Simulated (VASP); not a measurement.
# ZnS (I-4m2) in VASP: settings compared

Aim: see how the results for ZnS move with the level of theory and the settings. Levels: PBE, r2SCAN. Tasks: single point.

Everything below comes from runs of VASP 6.6.1. Logs are shortened: lines on timing, memory, paths and dates and some standing lists are left out, and cuts for length are marked.

## Step 1: The cell of the first run

Symmetry: I-4m2, No. 119, tetragonal system. The conventional cell has a = 3.767 Å, b = 3.767 Å, c = 5.388 Å, α = 90.00°, β = 90.00°, γ = 90.00°. Zn (site symmetry -4m2) has 4 S at 2.32 Å within 3.1 Å. S (site symmetry -4m2) has 4 Zn at 2.32 Å within 3.1 Å.

## Step 2: Single point, PBE (biaxial xy strain -1.1%)

Contents of INCAR:

```
ALGO     = Normal         # electronic algorithm
EDIFF    = 1E-7           # SCF threshold, eV
ENCUT    = 520            # plane-wave cutoff, eV
GGA      = PE             # functional
ISIF     = 2              # what is computed and relaxed
ISMEAR   = -1             # smearing method
LASPH    = True           # aspherical terms in the spheres
LCHARG   = True           # write CHGCAR
LELF     = True           # ELF
LREAL    = False          # projectors in reciprocal space
LVHAR    = True         
LWAVE    = False          # write WAVECAR
NBANDS   = 16             # bands
NELM     = 100            # most SCF steps
PREC     = Accurate       # precision mode
SIGMA    = 0.02           # smearing width, eV
```

Contents of KPOINTS:

```
k-points
0
Gamma
  8 8 8
```

Contents of POSCAR:

```
ZnS
1.0
    0.0000000000      2.6633828638      2.6940955531
    2.6633828638      0.0000000000      2.6940955531
    2.6633828638      2.6633828638      0.0000000000
Zn S
1 1
Direct
    0.2500000000      0.2500000000      0.2500000000
    0.0000000000      0.0000000000      0.0000000000
```

Potentials or basis: VASP PAW PBE potentials, release 64 (Zn, S).

Run with:

```bash
$ cat potpaw_PBE.64/Zn/POTCAR potpaw_PBE.64/S/POTCAR > POTCAR
$ mpirun -np 1 vasp_std > vasp.out
```

OUTCAR:

```text
EDIFF = 1E-7
   ENCUT = 520
   GGA = PE
   ISIF = 2
   ISMEAR = -1
   LASPH = True
   LREAL = False
   NELM = 100
   PREC = Accurate

 ion  position               nearest neighbor table
   1  0.250  0.250  0.250-   2 2.32   2 2.32   2 2.32   2 2.32
   2  0.000  0.000  0.000-   1 2.32   1 2.32   1 2.32   1 2.32

  LATTYP: Found a body centered tetragonal cell.
 ALAT       =     3.7665921678
 C/A-ratio  =     1.4305215076

  Lattice vectors:

 A1 = (  -2.6633828638,   0.0000000000,   2.6940955531)
 A2 = (   2.6633828638,   0.0000000000,   2.6940955531)
 A3 = (   0.0000000000,   2.6633828638,  -2.6940955531)

Analysis of symmetry for initial positions (statically):
=====================================================================
 Subroutine PRICEL returns:
 Original cell was already a primitive cell.

 Routine SETGRP: Setting up the symmetry group for a
 body centered tetragonal supercell.

 Subroutine GETGRP returns: Found  8 space group operations
 (whereof  8 operations were pure point group operations)
 out of a pool of 16 trial point group operations.

The static configuration has the point symmetry D_2d.

Analysis of symmetry for dynamics (positions and initial velocities):
=====================================================================
 Subroutine PRICEL returns:
 Original cell was already a primitive cell.

 Routine SETGRP: Setting up the symmetry group for a
 body centered tetragonal supercell.

 Subroutine GETGRP returns: Found  8 space group operations
 (whereof  8 operations were pure point group operations)
 out of a pool of 16 trial point group operations.

The dynamic configuration has the point symmetry D_2d.

 Subroutine INISYM returns: Found  8 space group operations
 (whereof  8 operations are pure point group operations),
 and found     1 'primitive' translations

----------------------------------------------------------------------------------------

                                     Primitive cell

  volume of cell :      38.2217

  direct lattice vectors                    reciprocal lattice vectors
     0.000000000  2.663382864  2.694095553    -0.187731177  0.187731177  0.185591042
     2.663382864  0.000000000  2.694095553     0.187731177 -0.187731177  0.185591042
     2.663382864  2.663382864  0.000000000     0.187731177  0.187731177 -0.185591042

  length of vectors
     3.788371567  3.788371567  3.766592168     0.323929042  0.323929042  0.323929042

  position of ions in fractional coordinates (direct lattice)
     0.250000000  0.250000000  0.250000000
[... 77 lines left out ...]
   NELM   =    100;   NELMIN=  2; NELMDL= -5     # of ELM steps
   EDIFF  = 0.1E-06   stopping-criterion for ELM
   LREAL  =      F    real-space projection
   EDIFFG = 0.1E-05   stopping-criterion for IOM
   NSW    =      0    number of steps for IOM
   IBRION =     -1    ionic relax: 0-MD 1-quasi-New 2-CG
   NFREE  =      0    steps in history (QN), initial steepest desc. (CG)
   ISIF   =      2    stress and relaxation
   ISYM   =      2    0-nonsym 1-usesym 2-fastsym
   POTIM  = 0.5000    time-step for ionic-motion
   TEBEG  =    0.0;   TEEND  =   0.0 temperature during run
   PSTRESS=    0.0 pullay stress
   NELECT =      18.0000    total number of electrons
   NUPDOWN=      -1.0000    fix difference up-down
   EMIN   =  10.00;   EMAX   =-10.00  energy-range for DOS
   EFERMI =   0.00;   METHOD = LEGACY
   ISMEAR =    -1;   SIGMA  =   0.02  broadening in eV -4-tet -1-fermi 0-gaus
   EFERMI_NEDOS =   21; number of points for ismear=-14 and -15
   IALGO  =     38    algorithm
   IMIX   =      4    mixing-type and parameters
     AMIX     =   0.40;   BMIX     =  1.00
     AMIX_MAG =   1.60;   BMIX_MAG =  1.00
  volume/ion in A,a.u.               =      19.11       128.97
  Fermi-wavevector in a.u.,A,eV,Ry     =   1.273686  2.406917 22.072394  1.622275
  Thomas-Fermi vector in A             =   2.406495
   LORBIT       =      0    0 simple, 1 ext, 2 COOP (PROOUT), +10 PAW based schemes
   GGA     = PE    functional components
   LHFCALC =     F    Hartree Fock is set to
   AEXX    =    0.0000 exact exchange contribution
   IVDW    =     0    specifies the selected vdW correction
   LEPSILON=     F    determine dielectric tensor
   LRPA    =     F    only Hartree local field effects (RPA)
 non-spin polarized calculation
  energy-cutoff  :      520.00
  volume of cell :       38.22
 maximum number of plane-waves:      1040
   NGX = 15   NGY = 15   NGZ = 13

 number of electron      18.0000018 magnetization

 Free energy of the ion-electron system (eV)
  ---------------------------------------------------
  ext. energy  EPLUGINS =         0.00000000
  ---------------------------------------------------
  free energy    TOTEN  =        -6.82313620 eV

  energy without entropy =       -6.82313620  energy(sigma->0) =       -6.82313620

 E-fermi :   2.7875     XC(G=0):  -9.7802

 val. band max:        2.4223651447   @ k =   0.0000   0.0000   0.0000
 cond. band min:       4.6629787807   @ k =   0.0000   0.0000   0.0000
 fundamental gap:      2.2406136360
 Fermi energy:         2.7875412250

 k-point     1 :       0.0000    0.0000    0.0000
  band No.  band energies     occupation
      1     -10.9580      2.00000
      2      -4.0670      2.00000
      3      -4.0598      2.00000
      4      -4.0598      2.00000
      5      -3.5277      2.00000
      6      -3.5238      2.00000
[... 433 lines left out ...]
      3      -3.9248      2.00000
      4      -3.8747      2.00000
      5      -3.5242      2.00000
      6      -3.4889      2.00000
[... 8 lines left out ...]
     15      15.1733      0.00000
     16      15.6178      0.00000

 [... further k-points ...]

------------------------ aborting loop because EDIFF is reached ----------------------------------------

  FORCE on cell =-STRESS in cart. coord.  units (eV):
  Direction    XX          YY          ZZ          XY          YZ          ZX
  --------------------------------------------------------------------------------------
  -------------------------------------------------------------------------------------
  Total        1.0800448      1.0800448      0.9718535      0.0000000      0.0000000      0.0000000
  in kB       45.2732997     45.2732997     40.7381386      0.0000000      0.0000000      0.0000000
  external PRESSURE =      43.7615793 kB  Pullay stress =       0.0000000 kB

 VOLUME and BASIS-vectors are now :
 -----------------------------------------------------------------------------
  energy-cutoff  :      520.00
  volume of cell :       38.22
      direct lattice vectors                 reciprocal lattice vectors
     0.000000000  2.663382864  2.694095553    -0.187731177  0.187731177  0.185591042
     2.663382864  0.000000000  2.694095553     0.187731177 -0.187731177  0.185591042
     2.663382864  2.663382864  0.000000000     0.187731177  0.187731177 -0.185591042

 POSITION                                       TOTAL-FORCE (eV/Angst)
 -----------------------------------------------------------------------------------
      1.33169      1.33169      1.34705         0.000000      0.000000      0.000000
      0.00000      0.00000      0.00000        -0.000000     -0.000000     -0.000000
 -----------------------------------------------------------------------------------
    total drift:                               -0.000002     -0.000002     -0.000001

  FREE ENERGIE OF THE ION-ELECTRON SYSTEM (eV)
  ---------------------------------------------------
  free  energy   TOTEN  =        -6.8231361979 eV

  energy  without entropy=       -6.8231361979  energy(sigma->0) =       -6.82313620
```

Run time: 42 s. Hardware: 1 thread of Intel Xeon Platinum 8259CL at 2.50GHz (Skylake/Cascade Lake), shared host; peak memory 0.17 GiB.

What came out:

```
Free energy            : -6.8231 eV
Pressure               : 4.4 GPa
Band gap on the k mesh : 2.24 eV, direct
```

Stress tensor (GPa, compression positive):
```
4.53 0.00 0.00
0.00 4.53 0.00
0.00 0.00 4.07
```

Caveat: the cell differs from its parent crystal (biaxial xy strain -1.1%).

## Step 3: Single point, PBE (uniaxial y strain +0.5%)

Contents of INCAR:

```
PREC = Accurate
ENCUT = 520
EDIFF = 1E-6
ISMEAR = -1
SIGMA = 0.02
LREAL = F
LASPH = T
NELM = 60
ALGO = Normal
ISIF = 2
LWAVE = F
LCHARG = F
GGA = PE
NBANDS = 16
```

Contents of KPOINTS:

```
Automatic mesh
0
Gamma
  8 8 8
```

Contents of POSCAR:

```
ZnS
1.0
    0.0000000000      2.7064883926      2.6940955531
    2.6940955531      0.0000000000      2.6940955531
    2.6940955531      2.7064883926      0.0000000000
Zn S
1 1
Direct
    0.2500000000      0.2500000000      0.2500000000
    0.0000000000      0.0000000000      0.0000000000
```

Potentials or basis: VASP PAW PBE potentials, release 64 (Zn, S).

Run with:

```bash
$ cat potpaw_PBE.64/Zn/POTCAR potpaw_PBE.64/S/POTCAR > POTCAR
$ mpirun -np 1 vasp_std > vasp.out
```

Wall time 34 s (1 thread of Intel Xeon Platinum 8259CL at 2.50GHz (Skylake/Cascade Lake), shared host); peak memory 0.17 GiB.

Results (log left out):

```
Free energy            : -6.8450 eV
Pressure               : 2.1 GPa
Band gap on the k mesh : 2.13 eV, direct
```

Stress tensor (GPa, compression positive):
```
2.15 0.00 0.00
0.00 1.97 0.00
0.00 0.00 2.15
```

Levels at points of the mesh, in eV from the valence-band top:
```csv
k point,band 7,band 8,band 9,band 10,band 11,band 12
"(0.00, 0.00, 0.00)",-0.02,0.00,0.00,2.13,6.39,6.39
"(0.50, 0.00, 0.00)",-5.32,-0.89,-0.86,3.31,6.90,6.94
"(0.50, 0.50, 0.00)",-4.57,-2.25,-2.24,3.38,4.05,11.02
"(0.50, 0.00, 0.50)",-4.60,-2.22,-2.22,3.41,4.10,10.97
```

Caveat: the cell differs from its parent crystal (uniaxial y strain +0.5%).

## Step 4: Single point, r2SCAN (biaxial xy strain -1.1%)

Contents of POSCAR:

```
ZnS
1.0
    0.0000000000      2.6633828638      2.6940955531
    2.6633828638      0.0000000000      2.6940955531
    2.6633828638      2.6633828638      0.0000000000
Zn S
1 1
Direct
    0.2500000000      0.2500000000      0.2500000000
    0.0000000000      0.0000000000      0.0000000000
```

Contents of INCAR.step1:

```
SYSTEM = ZnS
ALGO = Normal
EDIFF = 1E-4
ENCUT = 520
GGA = PE
ISMEAR = 0
LASPH = .TRUE.
LCHARG = .FALSE.
LREAL = .FALSE.
LWAVE = .TRUE.
NBANDS = 16
NELM = 60
PREC = Accurate
SIGMA = 0.01
```

Contents of INCAR.step2:

```
SYSTEM = ZnS
ALGO = Normal
EDIFF = 1E-6
ENCUT = 520
ISIF = 2
ISMEAR = 0
ISTART = 1
LASPH = .TRUE.
LCHARG = .TRUE.
LELF = .TRUE.
LMIXTAU = .TRUE.
LREAL = .FALSE.
LVHAR = .TRUE.
LWAVE = .FALSE.
METAGGA = R2SCAN
NBANDS = 16
NELM = 60
PREC = Accurate
SIGMA = 0.01
```

Contents of KPOINTS:

```
k-points
0
G
  8 8 8
  0 0 0
```

Run with:

```bash
$ cat potpaw_PBE.64/Zn/POTCAR potpaw_PBE.64/S/POTCAR > POTCAR
$ cp INCAR.step1 INCAR
$ mpirun -np 1 vasp_std > vasp.out
$ cp INCAR.step2 INCAR
$ mpirun -np 1 vasp_std > vasp.out
```

It took 2.4 min on 1 thread of Intel Xeon Platinum 8259CL at 2.50GHz (Skylake/Cascade Lake), shared host; peak memory 0.18 GiB.

It converged, with:

```
Free energy            : -18.8605 eV
Pressure               : 2.0 GPa
Band gap on the k mesh : 2.81 eV, direct
```

Stress tensor (GPa, compression positive):
```
2.11 0.00 0.00
0.00 2.11 0.00
0.00 0.00 1.64
```

Levels at points of the mesh, in eV from the valence-band top:
| k point | band 6 | band 7 | band 8 | band 9 | band 10 | band 11 | band 12 | band 13 |
| --- | --- | --- | --- | --- | --- | --- | --- | --- |
| (0.00, 0.00, 0.00) | -6.06 | -0.04 | 0.00 | 0.00 | 2.81 | 6.86 | 6.86 | 6.86 |
| (0.50, 0.00, 0.00) | -5.85 | -5.63 | -0.98 | -0.92 | 3.86 | 7.31 | 7.41 | 9.53 |
| (0.50, 0.50, 0.00) | -5.85 | -4.80 | -2.37 | -2.37 | 3.69 | 4.54 | 11.91 | 13.05 |
| (0.50, 0.00, 0.50) | -5.83 | -4.73 | -2.45 | -2.42 | 3.62 | 4.42 | 12.04 | 12.97 |

Caveat: the cell differs from its parent crystal (biaxial xy strain -1.1%); the PAW data sets were made with another functional, which shifts forces and pressure a little.

[end of part 1 of 2]
